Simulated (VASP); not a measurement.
Input of a VASP 6.6.1 run:

INCAR

```
SYSTEM = Al2O3
ALGO     = Normal         ! electronic algorithm
EDIFF    = 1E-7           ! SCF threshold, eV
ENCUT    = 520            ! plane-wave cutoff, eV
GGA      = PS             ! functional
ISIF     = 2              ! what is computed and relaxed
ISMEAR   = 0              ! smearing method
LASPH    = .TRUE.         ! aspherical terms in the spheres
LCHARG   = .FALSE.        ! write CHGCAR
LREAL    = .FALSE.        ! projectors in reciprocal space
LWAVE    = .FALSE.        ! write WAVECAR
NBANDS   = 20             ! bands
NELM     = 60             ! most SCF steps
PREC     = Accurate       ! precision mode
SIGMA    = 0.05           ! smearing width, eV
```

Contents of KPOINTS:

```
k-points
0
G
  12 12 4
  0 0 0
```

POSCAR

```
Al2O3
1.0
    3.1381818458      0.0000000000      0.0000000000
   -1.5690909229      2.7177452001      0.0000000000
    0.0000000000      0.0000000000      8.1806068824
Al O
2 3
Direct
    0.0000000000      0.0000000000      0.2779510000
    0.0000000000      0.0000000000      0.7220490000
    0.3333333333      0.6666666667      0.1994540000
    0.6666666667      0.3333333333      0.8005460000
    0.0000000000      0.0000000000      0.5000000000
```

Potentials or basis: VASP PAW PBE potentials, release 64 (Al, O).

The run is started by

```console
$ cat potpaw_PBE.64/Al/POTCAR potpaw_PBE.64/O/POTCAR > POTCAR
$ mpirun -np 1 vasp_std > vasp.out
```

(1) Predict the band gap on the k mesh.

(2) Estimate the pressure.

## Answers

(1) 0.81 eV, direct.

(2) -21.3 GPa.

Caveat: the cell differs from its parent crystal (strain +0.040 along x and y, +0.080 along z); the PAW data sets were made with another functional, which shifts forces and pressure a little.
